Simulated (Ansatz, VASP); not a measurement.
## P: VASP beside Ansatz

```
CELL_PARAMETERS angstrom
1.66083 -5.57460 0.00000
1.66083 5.57460 0.00000
0.00000 0.00000 4.53057
ATOMIC_POSITIONS crystal
P 0.40480 0.59520 0.58546
P 0.59520 0.40480 0.41454
P 0.90480 0.09520 0.91454
P 0.09520 0.90480 0.08546
```

Alike in both runs: functional PBE; k mesh 6 × 6 × 4; occupations gaussian, width 0.05 eV; no spin polarisation.

Ansatz relaxed the structure, and its values are those at the end. VASP's run is a single point on that final structure, the one shown.

|  | VASP | Ansatz |
| --- | --- | --- |
| version | VASP 6.6.1 | Ansatz 0.2.0 |
| potentials or method | VASP PAW PBE potentials, release 64 (P), cutoff 520 eV | scalar-relativistic, plane waves, PAW |
| valence electrons in the cell | 20 | 20 |

```csv
,VASP,Ansatz,Ansatz less VASP
gap on the k mesh at the Fermi level (eV),0.10,0.09,-0.017
least direct gap on the mesh (eV),0.10,0.09,-0.017
pressure (GPa),-0.2,0.1,+0.31
rms of the force components (eV/Å),0.026,0.005,-0.0211
```

The functional is the same, so the differences come from potentials, cutoffs and numerics.
